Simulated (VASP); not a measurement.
# Rb (Fm-3m) in VASP: notebook

Rb is run at these levels: PBE; tasks: single point.

All numbers are computed with VASP 6.6.1; they aren't measurements. Logs are shortened: lines on timing, memory, paths and dates and some standing lists are left out, and cuts for length are marked.

## 1. The cell of the first run

It takes space group Fm-3m (No. 225, cubic). The conventional cell has a = 7.167 Å, b = 7.167 Å, c = 7.167 Å, α = 90.00°, β = 90.00°, γ = 90.00°.

## 2. Single point, PBE, non-collinear spin, zero start, spin-orbit coupling

INCAR

```
SYSTEM = Rb
ALGO = Normal
EDIFF = 1E-6
ENCUT = 520
GGA = PE
GGA_COMPAT = .False.
ISIF = 2
ISMEAR = 0
LASPH = .True.
LCHARG = .False.
LNONCOLLINEAR = .True.
LORBIT = 11
LORBMOM = .True.
LREAL = .False.
LSORBIT = .True.
LWAVE = .False.
MAGMOM = 0 0 0
NBANDS = 20
NELM = 150
PREC = Accurate
SIGMA = 0.05
```

KPOINTS

```
k-points
0
Gamma
  10 10 10
  0 0 0
```

POSCAR

```
Rb
1.0
    0.0000000000      3.5836242734      3.5836242734
    3.5836242734      0.0000000000      3.5836242734
    3.5836242734      3.5836242734      0.0000000000
Rb
1
Direct
    0.0000000000      0.0000000000      0.0000000000
```

Potentials or basis: VASP PAW PBE potentials, release 64 (Rb_sv).

Run with:

```sh
> cat potpaw_PBE.64/Rb_sv/POTCAR > POTCAR
> mpirun -np 1 vasp_ncl > vasp.out
```

OUTCAR:

```text
SYSTEM = Rb
   EDIFF = 1E-6
   ENCUT = 520
   GGA = PE
   ISIF = 2
   ISMEAR = 0
   LASPH = .True.
   LNONCOLLINEAR = .True.
   LORBIT = 11
   LREAL = .False.
   LSORBIT = .True.
   NELM = 150
   PREC = Accurate

 ion  position               nearest neighbor table
   1  0.000  0.000  0.000-

  LATTYP: Found a face centered cubic cell.
 ALAT       =     7.1672485468

  Lattice vectors:

 A1 = (   0.0000000000,   3.5836242734,   3.5836242734)
 A2 = (   3.5836242734,   0.0000000000,   3.5836242734)
 A3 = (   3.5836242734,   3.5836242734,   0.0000000000)

Analysis of symmetry for initial positions (statically):
=====================================================================
 Subroutine PRICEL returns:
 Original cell was already a primitive cell.

 Routine SETGRP: Setting up the symmetry group for a
 face centered cubic supercell.

 Subroutine GETGRP returns: Found 48 space group operations
 (whereof 48 operations were pure point group operations)
 out of a pool of 48 trial point group operations.

The static configuration has the point symmetry O_h .

Analysis of symmetry for dynamics (positions and initial velocities):
=====================================================================
 Subroutine PRICEL returns:
 Original cell was already a primitive cell.

 Routine SETGRP: Setting up the symmetry group for a
 face centered cubic supercell.

 Subroutine GETGRP returns: Found 48 space group operations
 (whereof 48 operations were pure point group operations)
 out of a pool of 48 trial point group operations.

The dynamic configuration has the point symmetry O_h .

Analysis of structural, dynamic, and magnetic symmetry:
=====================================================================
 Subroutine PRICEL returns:
 Original cell was already a primitive cell.

 Routine SETGRP: Setting up the symmetry group for a
 face centered cubic supercell.

 Subroutine GETGRP returns: Found 48 space group operations
 (whereof 48 operations were pure point group operations)
 out of a pool of 48 trial point group operations.

The overall configuration has the point symmetry O_h .

 Subroutine INISYM returns: Found 48 space group operations
 (whereof 48 operations are pure point group operations),
 and found     1 'primitive' translations

----------------------------------------------------------------------------------------

                                     Primitive cell

  volume of cell :      92.0444

  direct lattice vectors                    reciprocal lattice vectors
     0.000000000  3.583624273  3.583624273    -0.139523555  0.139523555  0.139523555
     3.583624273  0.000000000  3.583624273     0.139523555 -0.139523555  0.139523555
     3.583624273  3.583624273  0.000000000     0.139523555  0.139523555 -0.139523555

  length of vectors
     5.068010050  5.068010050  5.068010050     0.241661887  0.241661887  0.241661887

  position of ions in fractional coordinates (direct lattice)
     0.000000000  0.000000000  0.000000000

  ion indices of the primitive-cell ions
   primitive index   ion index
                 1           1

----------------------------------------------------------------------------------------

 KPOINTS: k-points

Automatic generation of k-mesh.
 Grid dimensions read from file:
 generate k-points for:   10   10   10

 Generating k-lattice:

  Cartesian coordinates                     Fractional coordinates (reciprocal lattice)
    -0.013952356  0.013952356  0.013952356     0.100000000  0.000000000  0.000000000
     0.013952356 -0.013952356  0.013952356     0.000000000  0.100000000  0.000000000
     0.013952356  0.013952356 -0.013952356     0.000000000  0.000000000  0.100000000

  Length of vectors
     0.024166189  0.024166189  0.024166189

  Shift w.r.t. Gamma in fractional coordinates (k-lattice)
     0.000000000  0.000000000  0.000000000
[... 41 lines left out ...]
 SYSTEM =  Rb
   PREC   = accura    normal or accurate (medium, high low for compatibility)
   ISTART =      0    job   : 0-new  1-cont  2-samecut
   ICHARG =      2    charge: 1-file 2-atom 10-const
   ISPIN  =      1    spin polarized calculation?
   LNONCOLLINEAR =      T non collinear calculations
   LSORBIT =      T    spin-orbit coupling
   LASPH  =      T    aspherical Exc in radial PAW
   ENCUT  =  520.0 eV  38.22 Ry    6.18 a.u.   9.42  9.42  9.42*2*pi/ulx,y,z
   NELM   =    150;   NELMIN=  2; NELMDL= -5     # of ELM steps
   EDIFF  = 0.1E-05   stopping-criterion for ELM
   LREAL  =      F    real-space projection
   EDIFFG = 0.1E-04   stopping-criterion for IOM
   NSW    =      0    number of steps for IOM
   IBRION =     -1    ionic relax: 0-MD 1-quasi-New 2-CG
   NFREE  =      0    steps in history (QN), initial steepest desc. (CG)
   ISIF   =      2    stress and relaxation
   ISYM   =      2    0-nonsym 1-usesym 2-fastsym
   POTIM  = 0.5000    time-step for ionic-motion
   TEBEG  =    0.0;   TEEND  =   0.0 temperature during run
   PSTRESS=    0.0 pullay stress
   NELECT =       9.0000    total number of electrons
   NUPDOWN=      -1.0000    fix difference up-down
   EMIN   =  10.00;   EMAX   =-10.00  energy-range for DOS
   EFERMI =   0.00;   METHOD = LEGACY
   ISMEAR =     0;   SIGMA  =   0.05  broadening in eV -4-tet -1-fermi 0-gaus
   EFERMI_NEDOS =   21; number of points for ismear=-14 and -15
   IALGO  =     38    algorithm
   IMIX   =      4    mixing-type and parameters
     AMIX     =   0.40;   BMIX     =  1.00
     AMIX_MAG =   1.60;   BMIX_MAG =  1.00
  volume/ion in A,a.u.               =      92.04       621.15
  Fermi-wavevector in a.u.,A,eV,Ry     =   0.754206  1.425242  7.739353  0.568826
  Thomas-Fermi vector in A             =   1.851820
   LORBIT       =     11    0 simple, 1 ext, 2 COOP (PROOUT), +10 PAW based schemes
   GGA     = PE    functional components
   LHFCALC =     F    Hartree Fock is set to
   AEXX    =    0.0000 exact exchange contribution
   IVDW    =     0    specifies the selected vdW correction
   LEPSILON=     F    determine dielectric tensor
   LRPA    =     F    only Hartree local field effects (RPA)
 Gauss-broadening in eV      SIGMA  =   0.05
  energy-cutoff  :      520.00
  volume of cell :       92.04
 maximum number of plane-waves:      5002
 NGX is ok and might be reduce to    40
   NGX = 19   NGY = 19   NGZ = 19

 number of electron       9.0000000 magnetization       0.0000000     -0.0000000     -0.0000000

 number of electron       9.0000000 magnetization      -0.0000000     -0.0000000     -0.0000000

 number of electron       9.0000000 magnetization       0.0000000      0.0000000      0.0000000

 Free energy of the ion-electron system (eV)
  ---------------------------------------------------
  ext. energy  EPLUGINS =         0.00000000
  ---------------------------------------------------
  free energy    TOTEN  =        -0.96332176 eV

  energy without entropy =       -0.96152075  energy(sigma->0) =       -0.96242125

 E-fermi :  -0.0555     XC(G=0):  -5.4385

 val. band max:       -0.0912245104   @ k =  -0.4000   0.1000   0.0000
 cond. band min:      -0.0499257229   @ k =   0.5000   0.3000   0.1000
 fundamental gap:      0.0412987875
 Fermi energy:        -0.0554646643

 k-point     1 :       0.0000    0.0000    0.0000
  band No.  band energies     occupation
      1     -28.9194      1.00000
      2     -28.9194      1.00000
      3     -13.5445      1.00000
      4     -13.5445      1.00000
      5     -12.6793      1.00000
      6     -12.6793      1.00000
[... 541 lines left out ...]
     19       5.6672      0.00000
     20       5.6894      0.00000

 [... further k-points ...]
[... 5 lines left out ...]
  --------------------------------------------------------------------------------------
  -------------------------------------------------------------------------------------
  Total       -0.0154299     -0.0154299     -0.0154299      0.0000000     -0.0000000      0.0000000
  in kB       -0.2685825     -0.2685825     -0.2685825      0.0000000     -0.0000000      0.0000000
  external PRESSURE =      -0.2685825 kB  Pullay stress =       0.0000000 kB

 VOLUME and BASIS-vectors are now :
 -----------------------------------------------------------------------------
  energy-cutoff  :      520.00
  volume of cell :       92.04
      direct lattice vectors                 reciprocal lattice vectors
     0.000000000  3.583624273  3.583624273    -0.139523555  0.139523555  0.139523555
     3.583624273  0.000000000  3.583624273     0.139523555 -0.139523555  0.139523555
     3.583624273  3.583624273  0.000000000     0.139523555  0.139523555 -0.139523555

 POSITION                                       TOTAL-FORCE (eV/Angst)
 -----------------------------------------------------------------------------------
      0.00000      0.00000      0.00000         0.000000      0.000000      0.000000
 -----------------------------------------------------------------------------------
    total drift:                               -0.000000     -0.000000     -0.000000

  FREE ENERGIE OF THE ION-ELECTRON SYSTEM (eV)
  ---------------------------------------------------
  free  energy   TOTEN  =        -0.9633217556 eV

  energy  without entropy=       -0.9615207455  energy(sigma->0) =       -0.96242125

 orbital moment (x)

 # of ion     p       d       tot
 ----------------------------------------
  1         0.000   0.000   0.000
 ----------------------------------------
            0.000   0.000   0.000

 orbital moment (y)

 # of ion     p       d       tot
 ----------------------------------------
  1         0.000  -0.000  -0.000
 ----------------------------------------
            0.000  -0.000  -0.000

 orbital moment (z)

 # of ion     p       d       tot
 ----------------------------------------
  1         0.000   0.000   0.000
 ----------------------------------------
            0.000   0.000   0.000

 Spin-Orbit-Coupling matrix elements

 Ion:    1  E_soc:     -0.0531009
 l=   1
     0.0000000    -0.0088501    -0.0088501
    -0.0088501     0.0000000    -0.0088501
    -0.0088501    -0.0088501     0.0000000
 l=   2
     0.0000000     0.0000000     0.0000000     0.0000000    -0.0000001
     0.0000000     0.0000000    -0.0000001     0.0000000    -0.0000000
     0.0000000    -0.0000001     0.0000000    -0.0000001     0.0000000
     0.0000000     0.0000000    -0.0000001     0.0000000    -0.0000000
    -0.0000001    -0.0000000     0.0000000    -0.0000000     0.0000000
 l=   3
     0.0000000     0.0000000     0.0000000     0.0000000     0.0000000     0.0000000     0.0000000
     0.0000000     0.0000000     0.0000000     0.0000000     0.0000000     0.0000000     0.0000000
     0.0000000     0.0000000     0.0000000     0.0000000     0.0000000     0.0000000     0.0000000
     0.0000000     0.0000000     0.0000000     0.0000000     0.0000000     0.0000000     0.0000000
     0.0000000     0.0000000     0.0000000     0.0000000     0.0000000     0.0000000     0.0000000
     0.0000000     0.0000000     0.0000000     0.0000000     0.0000000     0.0000000     0.0000000
     0.0000000     0.0000000     0.0000000     0.0000000     0.0000000     0.0000000     0.0000000

 total charge

# of ion       s       p       d       tot
------------------------------------------
    1        1.964   5.320   0.005   7.290

 magnetization (x)

# of ion       s       p       d       tot
------------------------------------------
    1        0.000   0.000  -0.000   0.000

 magnetization (y)

# of ion       s       p       d       tot
------------------------------------------
    1       -0.000  -0.000   0.000  -0.000

 magnetization (z)

# of ion       s       p       d       tot
------------------------------------------
    1        0.000   0.000   0.000   0.000
```

Wall time 82 s (1 thread of Intel Xeon 6975P-C (Granite Rapids), shared host); peak memory 0.53 GiB.

Results:

- Free energy: -0.9633 eV
- Pressure: 0.0 GPa
- Net moment: 0.00 μB per cell
- Valence electrons inside the program's atomic spheres: Rb 7.29

Moments on the atoms (μB; x, y, z):
```
Rb  0.00 0.00 0.00
```

## 3. Single point, PBE

This run uses another cell than the first one, of 87.34 Å³/atom, 0.949 times its volume.

INCAR

```
SYSTEM = Rb
  ALGO = Normal
  EDIFF = 1E-6
  ENCUT = 520
  GGA = PE
  ISIF = 2
  ISMEAR = 0
  LASPH = .TRUE.
  LCHARG = .FALSE.
  LREAL = .FALSE.
  LWAVE = .FALSE.
  NBANDS = 10
  NELM = 100
  PREC = Accurate
  SIGMA = 0.05
```

KPOINTS

```
k-points
0
G
  6 6 6
  0 0 0
```

POSCAR

```
Rb
1.0
    0.0000000000      3.5214788036      3.5214788036
    3.5214788036      0.0000000000      3.5214788036
    3.5214788036      3.5214788036      0.0000000000
Rb
1
Direct
    0.0000000000      0.0000000000      0.0000000000
```

Potentials or basis: VASP PAW PBE potentials, release 64 (Rb_sv).

Run with:

```sh
> cat potpaw_PBE.64/Rb_sv/POTCAR > POTCAR
> mpirun -np 1 vasp_std > vasp.out
```

OUTCAR:

```text
SYSTEM = Rb
   EDIFF = 1E-6
   ENCUT = 520
   GGA = PE
   ISIF = 2
   ISMEAR = 0
   LASPH = .TRUE.
   LREAL = .FALSE.
   NELM = 100
   PREC = Accurate

 ion  position               nearest neighbor table
   1  0.000  0.000  0.000-

  LATTYP: Found a face centered cubic cell.
 ALAT       =     7.0429576072

  Lattice vectors:

 A1 = (   0.0000000000,   3.5214788036,   3.5214788036)
 A2 = (   3.5214788036,   0.0000000000,   3.5214788036)
 A3 = (   3.5214788036,   3.5214788036,   0.0000000000)

Analysis of symmetry for initial positions (statically):
=====================================================================
 Subroutine PRICEL returns:
 Original cell was already a primitive cell.

 Routine SETGRP: Setting up the symmetry group for a
 face centered cubic supercell.

 Subroutine GETGRP returns: Found 48 space group operations
 (whereof 48 operations were pure point group operations)
 out of a pool of 48 trial point group operations.

The static configuration has the point symmetry O_h .

Analysis of symmetry for dynamics (positions and initial velocities):
[... 155 lines left out ...]

 k-point     1 :       0.0000    0.0000    0.0000
  band No.  band energies     occupation
      1     -28.7725      2.00000
      2     -12.8117      2.00000
      3     -12.8117      2.00000
      4     -12.8117      2.00000
      5      -1.9224      2.00000
      6       3.7344      0.00000
      7       3.7344      0.00000
      8       3.7344      0.00000
      9       5.1092      0.00000
     10       5.1092      0.00000
[... 183 lines left out ...]
 k-point    16 :      -0.3333    0.5000    0.1667
  band No.  band energies     occupation
      1     -28.7663      2.00000
      2     -12.8985      2.00000
      3     -12.8671      2.00000
      4     -12.8521      2.00000
      5       1.0705      0.00000
      6       1.6118      0.00000
      7       1.7746      0.00000
      8       3.0816      0.00000
      9       5.2534      0.00000
     10       5.7841      0.00000

------------------------ aborting loop because EDIFF is reached ----------------------------------------

  FORCE on cell =-STRESS in cart. coord.  units (eV):
  Direction    XX          YY          ZZ          XY          YZ          ZX
  --------------------------------------------------------------------------------------
  -------------------------------------------------------------------------------------
  Total        0.0866541      0.0866541      0.0866541      0.0000000     -0.0000000     -0.0000000
  in kB        1.5896239      1.5896239      1.5896239      0.0000000     -0.0000000     -0.0000000
  external PRESSURE =       1.5896239 kB  Pullay stress =       0.0000000 kB

 VOLUME and BASIS-vectors are now :
 -----------------------------------------------------------------------------
  energy-cutoff  :      520.00
  volume of cell :       87.34
      direct lattice vectors                 reciprocal lattice vectors
     0.000000000  3.521478804  3.521478804    -0.141985804  0.141985804  0.141985804
     3.521478804  0.000000000  3.521478804     0.141985804 -0.141985804  0.141985804
     3.521478804  3.521478804  0.000000000     0.141985804  0.141985804 -0.141985804

 POSITION                                       TOTAL-FORCE (eV/Angst)
 -----------------------------------------------------------------------------------
      0.00000      0.00000      0.00000         0.000000      0.000000      0.000000
 -----------------------------------------------------------------------------------
    total drift:                               -0.000000     -0.000000     -0.000000

  FREE ENERGIE OF THE ION-ELECTRON SYSTEM (eV)
  ---------------------------------------------------
  free  energy   TOTEN  =        -0.9263572875 eV

  energy  without entropy=       -0.9240977780  energy(sigma->0) =       -0.92522753
```

It took 7.3 s on 1 thread of Intel Xeon 6975P-C (Granite Rapids), shared host; peak memory 0.23 GiB.

What came out:

| Quantity | Value |
| --- | --- |
| Free energy | -0.9264 eV |
| Pressure | 0.2 GPa |

[end of part 1 of 2]
